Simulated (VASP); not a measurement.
Here is a VASP 6.6.1 calculation.

File INCAR:

```
PREC = Accurate
ENCUT = 600
EDIFF = 1E-6
ISMEAR = 0
SIGMA = 0.01
LREAL = False
LASPH = True
NELM = 60
ALGO = Normal
ISIF = 3
LWAVE = False
LCHARG = False
GGA = PS
IBRION = 2
NSW = 80
EDIFFG = -0.005
```

Contents of KPOINTS:

```
regular mesh
0
Gamma
  12 12 4
```

File POSCAR:

```
MgZn2O3
1.0
    3.0525990100      0.0000000000      0.0000000000
   -1.5262995000      2.6436282900      0.0000000000
    0.0000000000      0.0000000000      7.4520430000
Mg Zn O
1 2 3
Direct
    0.0000000000      0.0000000000      0.0000000000
    0.3333333300      0.6666666700      0.6684160000
    0.6666666700      0.3333333300      0.3315840000
    0.3333333300      0.6666666700      0.1607000000
    0.6666666700      0.3333333300      0.8393000000
    0.0000000000      0.0000000000      0.5000000000
```

Potentials or basis: VASP PAW PBE potentials, release 64 (Mg, Zn, O).

Command:

```sh
$ cat potpaw_PBE.64/Mg/POTCAR potpaw_PBE.64/Zn/POTCAR potpaw_PBE.64/O/POTCAR > POTCAR
$ mpirun -np 1 vasp_std > vasp.out
```

(1) Predict the relaxed volume.

(2) Predict the space group after relaxing (to 0.1 Å).

(3) Predict the relaxed cell.

Answers

(1) 9.60 Å³/atom.

(2) P-3m1 (No. 164).

(3) a = 3.011 Å, b = 3.011 Å, c = 7.340 Å, α = 90.00°, β = 90.00°, γ = 120.00°.

Caveat: the PAW data sets were made with another functional, which shifts forces and pressure a little.
